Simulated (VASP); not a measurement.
# HfO2 (P-3m1) in VASP: notebook, part 2 of 2

VASP 6.6.1.

## Step 5: Single point, PBE (17.79 Å³/atom)

This run uses another cell than the first one, of 17.79 Å³/atom.

INCAR

```
SYSTEM = HfO2
ALGO = Normal ; EDIFF = 1E-6
ENCUT = 520 ; GGA = PE
ISIF = 2 ; ISMEAR = 0
LASPH = .TRUE. ; LCHARG = .FALSE.
LREAL = .FALSE. ; LWAVE = .FALSE.
NBANDS = 18 ; NELM = 80
PREC = Accurate ; SIGMA = 0.05
```

KPOINTS

```
k-points
0
G
  12 12 6
  0 0 0
```

POSCAR

```
HfO2
1.0
    3.2534134531      0.0000000000      0.0000000000
   -1.6267067265      2.8175386994      0.0000000000
    0.0000000000      0.0000000000      5.8214656776
Hf O
1 2
Direct
    0.0000000000      0.0000000000      0.0000000000
    0.3333333333      0.6666666667      0.1665029194
    0.6666666667      0.3333333333      0.8334970806
```

Potentials or basis: VASP PAW PBE potentials, release 64 (Hf_pv, O).

Launch:

```sh
$ cat potpaw_PBE.64/Hf_pv/POTCAR potpaw_PBE.64/O/POTCAR > POTCAR
$ mpirun -np 1 vasp_std > vasp.out
```

OUTCAR:

```text
SYSTEM = HfO2
   EDIFF = 1E-6
   ENCUT = 520
   GGA = PE
   ISIF = 2
   ISMEAR = 0
   LASPH = .TRUE.
   LREAL = .FALSE.
   NELM = 80
   PREC = Accurate

 ion  position               nearest neighbor table
   1  0.000  0.000  0.000-   2 2.11   3 2.11   2 2.11   3 2.11   3 2.11   2 2.11
   2  0.333  0.667  0.167-   1 2.11   1 2.11   1 2.11
   3  0.667  0.333  0.833-   1 2.11   1 2.11   1 2.11

  LATTYP: Found a hexagonal cell.
 ALAT       =     3.2534134531
 C/A-ratio  =     1.7893408758

  Lattice vectors:

 A1 = (   3.2534134531,   0.0000000000,   0.0000000000)
 A2 = (  -1.6267067265,   2.8175386994,   0.0000000000)
 A3 = (   0.0000000000,   0.0000000000,   5.8214656776)

Analysis of symmetry for initial positions (statically):
=====================================================================
 Subroutine PRICEL returns:
 Original cell was already a primitive cell.

 Routine SETGRP: Setting up the symmetry group for a
 hexagonal supercell.

 Subroutine GETGRP returns: Found 12 space group operations
 (whereof 12 operations were pure point group operations)
 out of a pool of 24 trial point group operations.
[... 164 lines left out ...]

 E-fermi :  -0.6794     XC(G=0):  -8.5711

 val. band max:       -0.9960541247   @ k =   0.1667   0.1667   0.0000
 cond. band min:       3.7903934160   @ k =   0.5000   0.0000   0.0000
 fundamental gap:      4.7864475407
 Fermi energy:        -0.6793504992

 k-point     1 :       0.0000    0.0000    0.0000
  band No.  band energies     occupation
      1     -30.1404      2.00000
      2     -29.6784      2.00000
      3     -29.6784      2.00000
      4     -18.0734      2.00000
      5     -16.2317      2.00000
      6      -4.5591      2.00000
[... 481 lines left out ...]
      5     -16.4710      2.00000
      6      -4.4343      2.00000
[... 10 lines left out ...]
     17       9.6237      0.00000
     18       9.9871      0.00000

 [... further k-points ...]

------------------------ aborting loop because EDIFF is reached ----------------------------------------

  FORCE on cell =-STRESS in cart. coord.  units (eV):
  Direction    XX          YY          ZZ          XY          YZ          ZX
  --------------------------------------------------------------------------------------
  -------------------------------------------------------------------------------------
  Total       -0.8116503     -0.8116503     -0.4317432     -0.0000000      0.0000000     -0.0000000
  in kB      -24.3690201    -24.3690201    -12.9626752     -0.0000000      0.0000000     -0.0000000
  external PRESSURE =     -20.5669052 kB  Pullay stress =       0.0000000 kB

 VOLUME and BASIS-vectors are now :
 -----------------------------------------------------------------------------
  energy-cutoff  :      520.00
  volume of cell :       53.36
      direct lattice vectors                 reciprocal lattice vectors
     3.253413453  0.000000000  0.000000000     0.307369480  0.177459852  0.000000000
    -1.626706726  2.817538699  0.000000000     0.000000000  0.354919704  0.000000000
     0.000000000  0.000000000  5.821465678     0.000000000  0.000000000  0.171778046

 POSITION                                       TOTAL-FORCE (eV/Angst)
 -----------------------------------------------------------------------------------
      0.00000      0.00000      0.00000         0.000000      0.000000      0.000000
     -0.00000      1.87836      0.96929        -0.000000      0.000000     -0.198460
      1.62671      0.93918      4.85217        -0.000000      0.000000      0.198460
 -----------------------------------------------------------------------------------
    total drift:                                0.000000     -0.000000      0.000000

  FREE ENERGIE OF THE ION-ELECTRON SYSTEM (eV)
  ---------------------------------------------------
  free  energy   TOTEN  =       -29.8369743248 eV

  energy  without entropy=      -29.8369743248  energy(sigma->0) =      -29.83697432
```

Wall time 1.7 min (1 thread of AMD EPYC 7R13, shared host); peak memory 0.21 GiB.

What came out:

```yaml
Free_energy: -29.8370 eV
Pressure: -2.1 GPa
Largest_force: 0.198 eV/Å
Band_gap_on_the_k_mesh: 4.79 eV (least direct gap 5.02 eV)
```

Forces in eV/Å, atoms in the order of the input:
```
Hf   0.000  0.000  0.000
O    0.000  0.000 -0.198
O    0.000  0.000  0.198
```

Caveat: spin-orbit coupling is left out, which moves the levels of the heavy elements. A k mesh can miss the band edges.

## Step 6: Overview

| level | potentials or basis | cell | gap on the mesh (eV) | pressure (GPa) | largest force (eV/Å) |
| --- | --- | --- | --- | --- | --- |
| PBEsol | VASP PAW PBE potentials, release 64 (Hf_pv, O) | a = 3.252, b = 3.252, c = 5.602 Å, angles 90.0, 90.0, 120.0°, 3 atoms, atomic positions A | 4.70 | -6.1 | 0.53 |
| LDA | VASP PAW LDA potentials, release 64 (Hf_pv, O) | a = 3.252, b = 3.252, c = 5.602 Å, angles 90.0, 90.0, 120.0°, 3 atoms, atomic positions A | 4.61 | -9.6 | 0.87 |
| PBE | VASP PAW PBE potentials, release 64 (Hf_pv, O) | a = 3.253, b = 3.253, c = 5.710 Å, angles 90.0, 90.0, 120.0°, 3 atoms, atomic positions B | 4.78 | -2.1 | 0.20 |
| PBE | VASP PAW PBE potentials, release 64 (Hf_pv, O) | a = 3.253, b = 3.253, c = 5.821 Å, angles 90.0, 90.0, 120.0°, 3 atoms, atomic positions C | 4.79 | -2.1 | 0.20 |

Alike in all rows: task single point; no spin polarisation; k mesh 12 × 12 × 6; cutoff (eV) 520; smearing gaussian 0.05 eV.

Caveats: spin-orbit coupling is left out, which moves the levels of the heavy elements; the cell stands under tension (at least some runs); the PAW data sets were made with another functional, which shifts forces and pressure a little (at least some runs); the stress differs along the axes, from -11 to -6 GPa (at least some runs).

Total energies depend on the potentials used, so only differences within one code and one set of settings carry meaning.
